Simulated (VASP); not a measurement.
# PbSe (I4/mmm) in VASP: single point with PBE+D3(BJ)

Aim: the single point of PbSe with PBE+D3(BJ).

Program: VASP 6.6.1. These are calculated values, not measurements. Logs are shortened: lines on timing, memory, paths and dates and some standing lists are left out, and cuts for length are marked.

## 1. The cell of the first run

It takes space group I4/mmm (No. 139, tetragonal). The conventional cell has a = 4.504 Å, b = 4.504 Å, c = 6.614 Å, α = 90.00°, β = 90.00°, γ = 90.00°. Pb (site symmetry 4/mmm) has 6 Se at 3.18 to 3.31 Å within 4.2 Å. Within 4.2 Å of Se (site symmetry 4/mmm) lie 6 Pb at 3.18 to 3.31 Å.

## 2. Single point, PBE+D3(BJ) (strain +0.040 along x and y, +0.080 along z)

The input, INCAR:

```
SYSTEM = PbSe
ALGO = Normal
EDIFF = 1E-6
ENCUT = 520
GGA = PE
ISIF = 2
ISMEAR = 0
IVDW = 12
LASPH = .TRUE.
LCHARG = .TRUE.
LELF = .TRUE.
LREAL = .FALSE.
LVHAR = .TRUE.
LWAVE = .FALSE.
NBANDS = 17
NELM = 80
PREC = Accurate
SIGMA = 0.03
```

The input, KPOINTS:

```
k-points
0
G
  10 10 10
  0 0 0
```

The input, POSCAR:

```
PbSe
1.0
    0.0000000000      3.1846360000      3.3071220000
    3.1846360000      0.0000000000      3.3071220000
    3.1846360000      3.1846360000      0.0000000000
Pb Se
1 1
Direct
    0.0000000000      0.0000000000      0.0000000000
    0.5000000000      0.5000000000      0.5000000000
```

Potentials or basis: VASP PAW PBE potentials, release 64 (Pb_d, Se).

Started as:

```console
$ cat potpaw_PBE.64/Pb_d/POTCAR potpaw_PBE.64/Se/POTCAR > POTCAR
$ mpirun -np 1 vasp_std > vasp.out
```

OUTCAR:

```text
SYSTEM = PbSe
   EDIFF = 1E-6
   ENCUT = 520
   GGA = PE
   ISIF = 2
   ISMEAR = 0
   IVDW = 12
   LASPH = .TRUE.
   LREAL = .FALSE.
   NELM = 80
   PREC = Accurate
 IVDW          = 12

 ion  position               nearest neighbor table
   1  0.000  0.000  0.000-   2 3.18   2 3.18   2 3.18   2 3.18   2 3.31   2 3.31
   2  0.500  0.500  0.500-   1 3.18   1 3.18   1 3.18   1 3.18   1 3.31   1 3.31

  LATTYP: Found a body centered tetragonal cell.
 ALAT       =     4.5037554224
 C/A-ratio  =     1.4686063917

  Lattice vectors:

 A1 = (  -3.1846360000,   0.0000000000,   3.3071220000)
 A2 = (   3.1846360000,   0.0000000000,   3.3071220000)
 A3 = (   0.0000000000,   3.1846360000,  -3.3071220000)

Analysis of symmetry for initial positions (statically):
=====================================================================
 Subroutine PRICEL returns:
 Original cell was already a primitive cell.

 Routine SETGRP: Setting up the symmetry group for a
 body centered tetragonal supercell.

 Subroutine GETGRP returns: Found 16 space group operations
 (whereof 16 operations were pure point group operations)
 out of a pool of 16 trial point group operations.

The static configuration has the point symmetry D_4h.

Analysis of symmetry for dynamics (positions and initial velocities):
=====================================================================
 Subroutine PRICEL returns:
 Original cell was already a primitive cell.

 Routine SETGRP: Setting up the symmetry group for a
 body centered tetragonal supercell.

 Subroutine GETGRP returns: Found 16 space group operations
 (whereof 16 operations were pure point group operations)
 out of a pool of 16 trial point group operations.

The dynamic configuration has the point symmetry D_4h.

 Subroutine INISYM returns: Found 16 space group operations
 (whereof 16 operations are pure point group operations),
 and found     1 'primitive' translations

----------------------------------------------------------------------------------------

                                     Primitive cell

  volume of cell :      67.0810

  direct lattice vectors                    reciprocal lattice vectors
     0.000000000  3.184636000  3.307122000    -0.157003815  0.157003815  0.151188858
     3.184636000  0.000000000  3.307122000     0.157003815 -0.157003815  0.151188858
     3.184636000  3.184636000  0.000000000     0.157003815  0.157003815 -0.151188858

  length of vectors
     4.591183113  4.591183113  4.503755422     0.268623280  0.268623280  0.268623280

  position of ions in fractional coordinates (direct lattice)
     0.000000000  0.000000000  0.000000000
     0.500000000  0.500000000  0.500000000

  ion indices of the primitive-cell ions
   primitive index   ion index
                 1           1
                 2           2

----------------------------------------------------------------------------------------

 KPOINTS: k-points

Automatic generation of k-mesh.
 Grid dimensions read from file:
 generate k-points for:   10   10   10

 Generating k-lattice:

  Cartesian coordinates                     Fractional coordinates (reciprocal lattice)
    -0.015700381  0.015700381  0.015118886     0.100000000  0.000000000  0.000000000
     0.015700381 -0.015700381  0.015118886     0.000000000  0.100000000  0.000000000
     0.015700381  0.015700381 -0.015118886    -0.000000000 -0.000000000  0.100000000

  Length of vectors
     0.026862328  0.026862328  0.026862328

  Shift w.r.t. Gamma in fractional coordinates (k-lattice)
     0.000000000  0.000000000  0.000000000

 Subroutine IBZKPT returns following result:
 ===========================================

 Found    102 irreducible k-points:

 Following reciprocal coordinates:
            Coordinates               Weight
  0.000000  0.000000  0.000000      1.000000
  0.100000  0.000000  0.000000      8.000000
  0.200000  0.000000  0.000000      8.000000
  0.300000 -0.000000  0.000000      8.000000
  0.400000 -0.000000  0.000000      8.000000
  0.500000 -0.000000  0.000000      4.000000
[... 16 lines left out ...]
  0.300000  0.300000  0.000000      2.000000
  0.400000  0.300000  0.000000      8.000000
 [... further k-points ...]
   k-points           NKPTS =    102   k-points in BZ     NKDIM =    102   number of bands    NBANDS=     17
   number of dos      NEDOS =    301   number of ions     NIONS =      2
   total plane-waves  NPLWV =  46656
   dimension x,y,z NGX =    36 NGY =   36 NGZ =   36
   dimension x,y,z NGXF=    72 NGYF=   72 NGZF=   72
   ions per type =               1   1
   NGX,Y,Z   is equivalent  to a cutoff of  13.04, 13.04, 13.29 a.u.
   NGXF,Y,Z  is equivalent  to a cutoff of  26.07, 26.07, 26.58 a.u.
 SYSTEM =  PbSe
   PREC   = accura    normal or accurate (medium, high low for compatibility)
   ISTART =      0    job   : 0-new  1-cont  2-samecut
   ICHARG =      2    charge: 1-file 2-atom 10-const
   ISPIN  =      1    spin polarized calculation?
   LNONCOLLINEAR =      F non collinear calculations
   LSORBIT =      F    spin-orbit coupling
   LASPH  =      T    aspherical Exc in radial PAW
   ENCUT  =  520.0 eV  38.22 Ry    6.18 a.u.   8.54  8.54  8.37*2*pi/ulx,y,z
   NELM   =     80;   NELMIN=  2; NELMDL= -5     # of ELM steps
   EDIFF  = 0.1E-05   stopping-criterion for ELM
   LREAL  =      F    real-space projection
   EDIFFG = 0.1E-04   stopping-criterion for IOM
   NSW    =      0    number of steps for IOM
   IBRION =     -1    ionic relax: 0-MD 1-quasi-New 2-CG
   NFREE  =      0    steps in history (QN), initial steepest desc. (CG)
   ISIF   =      2    stress and relaxation
   ISYM   =      2    0-nonsym 1-usesym 2-fastsym
   POTIM  = 0.5000    time-step for ionic-motion
   TEBEG  =    0.0;   TEEND  =   0.0 temperature during run
   PSTRESS=    0.0 pullay stress
   NELECT =      20.0000    total number of electrons
   NUPDOWN=      -1.0000    fix difference up-down
   EMIN   =  10.00;   EMAX   =-10.00  energy-range for DOS
   EFERMI =   0.00;   METHOD = LEGACY
   ISMEAR =     0;   SIGMA  =   0.03  broadening in eV -4-tet -1-fermi 0-gaus
   EFERMI_NEDOS =   21; number of points for ismear=-14 and -15
   IALGO  =     38    algorithm
   IMIX   =      4    mixing-type and parameters
     AMIX     =   0.40;   BMIX     =  1.00
     AMIX_MAG =   1.60;   BMIX_MAG =  1.00
  volume/ion in A,a.u.               =      33.54       226.34
  Fermi-wavevector in a.u.,A,eV,Ry     =   1.093666  2.066730 16.274014  1.196106
  Thomas-Fermi vector in A             =   2.229956
   LORBIT       =      0    0 simple, 1 ext, 2 COOP (PROOUT), +10 PAW based schemes
   GGA     = PE    functional components
   LHFCALC =     F    Hartree Fock is set to
   AEXX    =    0.0000 exact exchange contribution
   IVDW    =    12    specifies the selected vdW correction
   LEPSILON=     F    determine dielectric tensor
   LRPA    =     F    only Hartree local field effects (RPA)
 non-spin polarized calculation
 Gauss-broadening in eV      SIGMA  =   0.03
  energy-cutoff  :      520.00
  volume of cell :       67.08
 maximum number of plane-waves:      1849
 NGX is ok and might be reduce to    36
   NGX = 17   NGY = 17   NGZ = 17

 number of electron      20.0000004 magnetization

 Free energy of the ion-electron system (eV)
  ---------------------------------------------------
  ext. energy  EPLUGINS =         0.00000000
  ---------------------------------------------------
  free energy    TOTEN  =        -8.09176243 eV

  energy without entropy =       -8.09176243  energy(sigma->0) =       -8.09176243

 E-fermi :   3.3638     XC(G=0):  -8.8237

 val. band max:        3.2333396641   @ k =   0.5000  -0.0000   0.0000
 cond. band min:       3.9099309334   @ k =   0.5000  -0.0000   0.0000
 fundamental gap:      0.6765912693
 Fermi energy:         3.3637939963

 k-point     1 :       0.0000    0.0000    0.0000
  band No.  band energies     occupation
      1     -13.3859      2.00000
      2     -13.3859      2.00000
      3     -13.3854      2.00000
      4     -13.3691      2.00000
      5     -13.3569      2.00000
      6      -9.1294      2.00000
[... 9 lines left out ...]
     16      10.1787      0.00000
     17      10.6728      0.00000

 k-point     2 :       0.1000    0.0000    0.0000
  band No.  band energies     occupation
      1     -13.3862      2.00000
      2     -13.3849      2.00000
      3     -13.3848      2.00000
      4     -13.3679      2.00000
      5     -13.3577      2.00000
      6      -9.0732      2.00000
[... 9 lines left out ...]
     16      10.3593      0.00000
     17      11.3381      0.00000

 k-point     3 :       0.2000    0.0000    0.0000
  band No.  band energies     occupation
      1     -13.3880      2.00000
      2     -13.3833      2.00000
      3     -13.3825      2.00000
      4     -13.3643      2.00000
      5     -13.3594      2.00000
      6      -8.9155      2.00000
[... 9 lines left out ...]
     16      10.8502      0.00000
     17      12.6647      0.00000

 k-point     4 :       0.3000   -0.0000    0.0000
  band No.  band energies     occupation
      1     -13.3905      2.00000
      2     -13.3818      2.00000
      3     -13.3807      2.00000
      4     -13.3604      2.00000
      5     -13.3591      2.00000
      6      -8.6940      2.00000
[... 9 lines left out ...]
     16      11.6135      0.00000
     17      13.9550      0.00000
[... 343 lines left out ...]
      1     -13.3896      2.00000
      2     -13.3841      2.00000
      3     -13.3779      2.00000
      4     -13.3657      2.00000
      5     -13.3549      2.00000
      6      -8.6072      2.00000
[... 9 lines left out ...]
     16      11.9823      0.00000
     17      13.2085      0.00000

 k-point    23 :       0.3000    0.3000    0.0000
  band No.  band energies     occupation
      1     -13.4122      2.00000
      2     -13.3742      2.00000
      3     -13.3719      2.00000
      4     -13.3719      2.00000
      5     -13.3513      2.00000
      6      -8.6095      2.00000
[... 9 lines left out ...]
     16      13.3443      0.00000
     17      13.4615      0.00000

 k-point    24 :       0.4000    0.3000    0.0000
  band No.  band energies     occupation
      1     -13.4176      2.00000
      2     -13.3739      2.00000
      3     -13.3695      2.00000
      4     -13.3695      2.00000
      5     -13.3512      2.00000
      6      -8.4636      2.00000
[... 9 lines left out ...]
     16      13.8891      0.00000
     17      14.3262      0.00000

 [... further k-points ...]

------------------------ aborting loop because EDIFF is reached ----------------------------------------

 Edisp (eV)   -0.67417

 E8    (eV) :    -0.3165

  FORCE on cell =-STRESS in cart. coord.  units (eV):
  Direction    XX          YY          ZZ          XY          YZ          ZX
  --------------------------------------------------------------------------------------
  -------------------------------------------------------------------------------------
  Total      -1.76704    -1.76704    -2.62439     0.00000     0.00000     0.00000
  in kB     -42.20434   -42.20434   -62.68148     0.00000     0.00000     0.00000
  external pressure =      -49.03 kB  Pullay stress =        0.00 kB

 VOLUME and BASIS-vectors are now :
 -----------------------------------------------------------------------------
  energy-cutoff  :      520.00
  volume of cell :       67.08
      direct lattice vectors                 reciprocal lattice vectors
     0.000000000  3.184636000  3.307122000    -0.157003815  0.157003815  0.151188858
     3.184636000  0.000000000  3.307122000     0.157003815 -0.157003815  0.151188858
     3.184636000  3.184636000  0.000000000     0.157003815  0.157003815 -0.151188858

 POSITION                                       TOTAL-FORCE (eV/Angst)
 -----------------------------------------------------------------------------------
      0.00000      0.00000      0.00000        -0.000000      0.000000      0.000000
      3.18464      3.18464      3.30712         0.000000     -0.000000     -0.000000
 -----------------------------------------------------------------------------------
    total drift:                                0.000000      0.000000      0.000000

  FREE ENERGIE OF THE ION-ELECTRON SYSTEM (eV)
  ---------------------------------------------------
  free  energy   TOTEN  =        -8.7659291075 eV

  energy  without entropy=       -8.7659291075  energy(sigma->0) =       -8.76592911
```

Wall time 2.7 min (1 thread of Intel Xeon 8259CL, shared host); peak memory 0.29 GiB.

What came out:

```yaml
Free_energy: -8.7659 eV
Pressure: -4.9 GPa
Band_gap_on_the_k_mesh: 0.68 eV
Dispersion_energy_per_atom: -0.337 eV
```

Caveat: the cell differs from its parent crystal (strain +0.040 along x and y, +0.080 along z); the cell stands under tension; spin-orbit coupling is left out, which moves the levels of the heavy elements. A k mesh can miss the band edges.
